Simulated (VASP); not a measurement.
# Ga (I4/mmm) in VASP: single point with PBEsol

Aim: the single point of Ga with PBEsol.

Everything below comes from runs of VASP 6.6.1. Logs are shortened: lines on timing, memory, paths and dates and some standing lists are left out, and cuts for length are marked.

## (1) The cell of the first run

The structure is tetragonal, space group I4/mmm (No. 139). The conventional cell has a = 2.770 Å, b = 2.770 Å, c = 4.398 Å, α = 90.00°, β = 90.00°, γ = 90.00°. Within 3.7 Å of Ga (site symmetry 4/mmm) lie 12 Ga at 2.77 to 2.94 Å.

## (2) Single point, PBEsol (16.87 Å³/atom)

INCAR

```
PREC     = Accurate       # precision mode
ENCUT    = 520            # plane-wave cutoff, eV
EDIFF    = 1E-7           # SCF threshold, eV
ISMEAR   = -1             # smearing method
SIGMA    = 0.05           # smearing width, eV
LREAL    = F              # projectors in reciprocal space
LASPH    = T              # aspherical terms in the spheres
NELM     = 100            # most SCF steps
ALGO     = Fast           # electronic algorithm
ISIF     = 2              # what is computed and relaxed
LWAVE    = F              # write WAVECAR
LCHARG   = T              # write CHGCAR
GGA      = PS             # functional
LELF     = T              # ELF
LVHAR    = T            
NBANDS   = 12             # bands
ISYM     = 0
```

KPOINTS

```
Automatic mesh
0
Gamma
  14 14 16
```

POSCAR

```
Ga
1.0
   -1.3850247009      1.3850247009      2.1988746855
    1.3850247009     -1.3850247009      2.1988746855
    1.3850247009      1.3850247009     -2.1988746855
Ga
1
Direct
    0.0000000000      0.0000000000      0.0000000000
```

Potentials or basis: VASP PAW PBE potentials, release 64 (Ga_d).

Started as:

```
$ cat potpaw_PBE.64/Ga_d/POTCAR > POTCAR
$ mpirun -np 1 vasp_std > vasp.out
```

OUTCAR:

```text
PREC = Accurate
   ENCUT = 520
   EDIFF = 1E-7
   ISMEAR = -1
   LREAL = F
   LASPH = T
   NELM = 100
   ISIF = 2
   GGA = PS
   ISYM = 0

 ion  position               nearest neighbor table
   1  0.000  0.000  0.000-

IMPORTANT INFORMATION: All symmetrisations will be switched off!
NOSYMM: (Re-)initialisation of all symmetry stuff for point group C_1.

----------------------------------------------------------------------------------------

                                     Primitive cell

  volume of cell :      16.8723

  direct lattice vectors                    reciprocal lattice vectors
    -1.385024701  1.385024701  2.198874685     0.000000000  0.361004392  0.227389038
     1.385024701 -1.385024701  2.198874685     0.361004392  0.000000000  0.227389038
     1.385024701  1.385024701 -2.198874685     0.361004392  0.361004392  0.000000000

  length of vectors
     2.944764291  2.944764291  2.944764291     0.426649676  0.426649676  0.510537307

  position of ions in fractional coordinates (direct lattice)
     0.000000000  0.000000000  0.000000000

  ion indices of the primitive-cell ions
   primitive index   ion index
                 1           1

----------------------------------------------------------------------------------------

 KPOINTS: Automatic mesh

Automatic generation of k-mesh.
 Grid dimensions read from file:
 generate k-points for:   14   14   16

 Generating k-lattice:

  Cartesian coordinates                     Fractional coordinates (reciprocal lattice)
     0.000000000  0.025786028  0.016242074     0.071428571  0.000000000  0.000000000
     0.025786028  0.000000000  0.016242074     0.000000000  0.071428571  0.000000000
     0.022562774  0.022562774  0.000000000     0.000000000  0.000000000  0.062500000

  Length of vectors
     0.030474977  0.030474977  0.031908582

  Shift w.r.t. Gamma in fractional coordinates (k-lattice)
     0.000000000  0.000000000  0.000000000

 -----------------------------------------------------------------------------
|                                                                             |
|           W    W    AA    RRRRR   N    N  II  N    N   GGGG   !!!           |
|           W    W   A  A   R    R  NN   N  II  NN   N  G    G  !!!           |
|           W    W  A    A  R    R  N N  N  II  N N  N  G       !!!           |
|           W WW W  AAAAAA  RRRRR   N  N N  II  N  N N  G  GGG   !            |
|           WW  WW  A    A  R   R   N   NN  II  N   NN  G    G                |
|           W    W  A    A  R    R  N    N  II  N    N   GGGG   !!!           |
|                                                                             |
|     Your reciprocal lattice and k-lattice belong to different lattice       |
|     classes:                                                                |
|                                                                             |
|        The reciprocal lattice is body-centered tetragonal,                  |
|        whereas your k-lattice is base-centered monoclinic.                  |
|                                                                             |
|     Results are often still useful ...                                      |
|                                                                             |
 -----------------------------------------------------------------------------

 WARNING: IBZKPT: internal override: KBLOWUP is changed to .FALSE.
      ... skipping the blow-up phase ...

 Subroutine IBZKPT returns following result:
 ===========================================

 Found   1572 irreducible k-points:

 Following reciprocal coordinates:
            Coordinates               Weight
  0.000000  0.000000  0.000000      1.000000
  0.071429 -0.000000  0.000000      2.000000
  0.142857 -0.000000  0.000000      2.000000
  0.214286 -0.000000  0.000000      2.000000
  0.285714  0.000000 -0.000000      2.000000
  0.357143  0.000000  0.000000      2.000000
[... 16 lines left out ...]
 -0.000000  0.142857  0.000000      2.000000
  0.071429  0.142857  0.000000      2.000000
 [... further k-points ...]
   k-points           NKPTS =   1572   k-points in BZ     NKDIM =   1572   number of bands    NBANDS=     12
   number of dos      NEDOS =    301   number of ions     NIONS =      1
   total plane-waves  NPLWV =  13824
   dimension x,y,z NGX =    24 NGY =   24 NGZ =   24
   dimension x,y,z NGXF=    48 NGYF=   48 NGZF=   48
   ions per type =               1
   NGX,Y,Z   is equivalent  to a cutoff of  13.55, 13.55, 13.55 a.u.
   NGXF,Y,Z  is equivalent  to a cutoff of  27.10, 27.10, 27.10 a.u.
 SYSTEM =  unknown system
   PREC   = accura    normal or accurate (medium, high low for compatibility)
   ISTART =      0    job   : 0-new  1-cont  2-samecut
   ICHARG =      2    charge: 1-file 2-atom 10-const
   ISPIN  =      1    spin polarized calculation?
   LNONCOLLINEAR =      F non collinear calculations
   LSORBIT =      F    spin-orbit coupling
   LASPH  =      T    aspherical Exc in radial PAW
   ENCUT  =  520.0 eV  38.22 Ry    6.18 a.u.   5.48  5.48  5.48*2*pi/ulx,y,z
   NELM   =    100;   NELMIN=  2; NELMDL= -5     # of ELM steps
   EDIFF  = 0.1E-06   stopping-criterion for ELM
   LREAL  =      F    real-space projection
   EDIFFG = 0.1E-05   stopping-criterion for IOM
   NSW    =      0    number of steps for IOM
   IBRION =     -1    ionic relax: 0-MD 1-quasi-New 2-CG
   NFREE  =      0    steps in history (QN), initial steepest desc. (CG)
   ISIF   =      2    stress and relaxation
   ISYM   =      0    0-nonsym 1-usesym 2-fastsym
   POTIM  = 0.5000    time-step for ionic-motion
   TEBEG  =    0.0;   TEEND  =   0.0 temperature during run
   PSTRESS=    0.0 pullay stress
   NELECT =      13.0000    total number of electrons
   NUPDOWN=      -1.0000    fix difference up-down
   EMIN   =  10.00;   EMAX   =-10.00  energy-range for DOS
   EFERMI =   0.00;   METHOD = LEGACY
   ISMEAR =    -1;   SIGMA  =   0.05  broadening in eV -4-tet -1-fermi 0-gaus
   EFERMI_NEDOS =   21; number of points for ismear=-14 and -15
   IALGO  =     68    algorithm
   IMIX   =      4    mixing-type and parameters
     AMIX     =   0.40;   BMIX     =  1.00
     AMIX_MAG =   1.60;   BMIX_MAG =  1.00
  volume/ion in A,a.u.               =      16.87       113.86
  Fermi-wavevector in a.u.,A,eV,Ry     =   1.500828  2.836153 30.646894  2.252483
  Thomas-Fermi vector in A             =   2.612277
   LORBIT       =      0    0 simple, 1 ext, 2 COOP (PROOUT), +10 PAW based schemes
   GGA     = PS    functional components
   LHFCALC =     F    Hartree Fock is set to
   AEXX    =    0.0000 exact exchange contribution
   IVDW    =     0    specifies the selected vdW correction
   LEPSILON=     F    determine dielectric tensor
   LRPA    =     F    only Hartree local field effects (RPA)
 non-spin polarized calculation
 RMM-DIIS sequential band-by-band and
  energy-cutoff  :      520.00
  volume of cell :       16.87
 maximum number of plane-waves:       469
 NGX is ok and might be reduce to    24
   NGX = 11   NGY = 11   NGZ = 11

 number of electron      13.0000006 magnetization

 Free energy of the ion-electron system (eV)
  ---------------------------------------------------
  ext. energy  EPLUGINS =         0.00000000
  ---------------------------------------------------
  free energy    TOTEN  =        -3.32799866 eV

  energy without entropy =       -3.32529587  energy(sigma->0) =       -3.32664727

 E-fermi :   6.5292     XC(G=0): -11.7226

 val. band max:        6.5217530467   @ k =  -0.3571  -0.4286   0.4375
 cond. band min:       6.5511357145   @ k =   0.2143   0.0714   0.2500
 fundamental gap:      0.0293826678
 Fermi energy:         6.5292183340

 k-point     1 :       0.0000    0.0000    0.0000
  band No.  band energies     occupation
      1      -8.5650      2.00000
      2      -8.4180      2.00000
      3      -8.4174      2.00000
      4      -8.3903      2.00000
      5      -8.2370      2.00000
      6      -5.4583      2.00000
      7      19.9788      0.00000
      8      19.9795      0.00000
      9      20.0568      0.00000
     10      23.1615      0.00000
     11      23.3727      0.00000
     12      23.9895      0.00000

 k-point     2 :       0.0714   -0.0000    0.0000
  band No.  band energies     occupation
      1      -8.5568      2.00000
      2      -8.4211      2.00000
      3      -8.4107      2.00000
      4      -8.3874      2.00000
      5      -8.2413      2.00000
      6      -5.3153      2.00000
      7      18.1890      0.00000
      8      19.5256      0.00000
      9      19.7890      0.00000
     10      22.2623      0.00000
     11      23.9732      0.00000
     12      24.4241      0.00000

 k-point     3 :       0.1429   -0.0000    0.0000
  band No.  band energies     occupation
      1      -8.5400      2.00000
      2      -8.4365      2.00000
      3      -8.3931      2.00000
      4      -8.3696      2.00000
      5      -8.2513      2.00000
      6      -4.8824      2.00000
      7      15.0914      0.00000
      8      18.5265      0.00000
      9      19.4052      0.00000
     10      21.9135      0.00000
     11      23.1929      0.00000
     12      25.5108      0.00000
[... 286 lines left out ...]
 k-point    23 :      -0.0000    0.1429    0.0000
  band No.  band energies     occupation
      1      -8.5400      2.00000
      2      -8.4365      2.00000
      3      -8.3931      2.00000
      4      -8.3696      2.00000
      5      -8.2513      2.00000
      6      -4.8824      2.00000
      7      15.0914      0.00000
      8      18.5265      0.00000
      9      19.4052      0.00000
     10      21.9135      0.00000
     11      23.1929      0.00000
     12      25.5083      0.00000

 k-point    24 :       0.0714    0.1429    0.0000
  band No.  band energies     occupation
      1      -8.5376      2.00000
      2      -8.4318      2.00000
      3      -8.3951      2.00000
      4      -8.3602      2.00000
      5      -8.2501      2.00000
      6      -4.5715      2.00000
      7      14.3062      0.00000
      8      16.7870      0.00000
      9      19.0660      0.00000
     10      22.0852      0.00000
     11      22.7477      0.00000
     12      25.0717      0.00000

 [... further k-points ...]

------------------------ aborting loop because EDIFF is reached ----------------------------------------

  FORCE on cell =-STRESS in cart. coord.  units (eV):
  Direction    XX          YY          ZZ          XY          YZ          ZX
  --------------------------------------------------------------------------------------
  -------------------------------------------------------------------------------------
  Total        0.3651696      0.3651628      0.3027112      0.0134966      0.0112785      0.0112803
  in kB       34.6760539     34.6754060     28.7450813      1.2816160      1.0709954      1.0711603
  external PRESSURE =      32.6988471 kB  Pullay stress =       0.0000000 kB

 VOLUME and BASIS-vectors are now :
 -----------------------------------------------------------------------------
  energy-cutoff  :      520.00
  volume of cell :       16.87
      direct lattice vectors                 reciprocal lattice vectors
    -1.385024701  1.385024701  2.198874685     0.000000000  0.361004392  0.227389038
     1.385024701 -1.385024701  2.198874685     0.361004392  0.000000000  0.227389038
     1.385024701  1.385024701 -2.198874685     0.361004392  0.361004392  0.000000000

 POSITION                                       TOTAL-FORCE (eV/Angst)
 -----------------------------------------------------------------------------------
      0.00000      0.00000      0.00000         0.000006     -0.000001     -0.000001
 -----------------------------------------------------------------------------------
    total drift:                                0.000006     -0.000001     -0.000001

  FREE ENERGIE OF THE ION-ELECTRON SYSTEM (eV)
  ---------------------------------------------------
  free  energy   TOTEN  =        -3.3279986588 eV

  energy  without entropy=       -3.3252958721  energy(sigma->0) =       -3.32664727
```

It took 100 s on 1 thread of Intel Xeon 6975P-C (Granite Rapids), shared host; peak memory 0.4 GiB.

Results:

- Free energy: -3.3280 eV
- Pressure: 3.3 GPa
- Band gap on the k mesh: zero (an odd number of electrons rules out a gap without spin polarisation)

Stress tensor (GPa, compression positive):
```
3.47 0.13 0.11
0.13 3.47 0.11
0.11 0.11 2.87
```

Caveat: the cell stands under pressure; the PAW data sets were made with another functional, which shifts forces and pressure a little.
